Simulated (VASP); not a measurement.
Set up this calculation in VASP 6.6.1, as the native input.

```
Task                   : relaxation of cell and atoms
Functional             : PBE
Potentials or basis    : VASP PAW PBE potentials, release 64 (Ga_d, C)
Cutoff                 : 600 eV
k mesh                 : 7 × 7 × 7
Occupations            : methfessel-paxton, width 0.1 eV
Spin                   : no spin polarisation
Target pressure        : 4 GPa
Dipole correction      : no
Further INCAR settings : ALGO = Normal; EDIFF = 1e-06; IBRION = 2; EDIFFG = -0.01; NSW = 50; ISIF = 3
```

The structure of GaC3 lies in POSCAR:

```
GaC3
1.0
    3.3189480000      0.0000000000      0.0000000000
    0.0000000000      3.3189480000      0.0000000000
    0.0000000000      0.0000000000      3.3189480000
Ga C
1 3
Direct
    0.0000000000      0.0000000000      0.0000000000
    0.0000000000      0.5000000000      0.5000000000
    0.5000000000      0.0000000000      0.5000000000
    0.5000000000      0.5000000000      0.0000000000
```

One way to write it, as run:

INCAR

```
SYSTEM = GaC3
PREC = Accurate
ENCUT = 600
EDIFF = 1E-6
ISMEAR = 1
SIGMA = 0.1
LREAL = .FALSE.
LASPH = .TRUE.
NELM = 60
ALGO = Normal
ISIF = 3
LWAVE = .FALSE.
LCHARG = .FALSE.
GGA = PE
IBRION = 2
NSW = 50
EDIFFG = -0.01
PSTRESS = 40.0
```

KPOINTS

```
regular mesh
0
G
  7 7 7
  0 0 0
```

Potentials or basis: VASP PAW PBE potentials, release 64 (Ga_d, C).

Launch:

```bash
$ cat potpaw_PBE.64/Ga_d/POTCAR potpaw_PBE.64/C/POTCAR > POTCAR
$ mpirun -np 1 vasp_std > vasp.out
```

It gave:

```yaml
Relaxed_volume: 9.03 Å³/atom
Relaxed_cell: a = 3.306 Å, b = 3.306 Å, c = 3.306 Å, α = 90.00°, β = 90.00°, γ = 90.00°
Space_group_after_relaxing_to_0.05_Å: Pm-3m (No. 221)
Energy_change_on_relaxing_the_enthalpy_is_what_falls: +2.1 meV/atom
Ionic_steps: 3
Pressure_after_relaxing: 4.0 GPa
```

Caveat: the cell is relaxed towards a set pressure, so the enthalpy falls and the energy may rise.

Wall time 40 s on 1 thread of AMD EPYC 7R13 (shared host), peak memory 0.13 GiB.
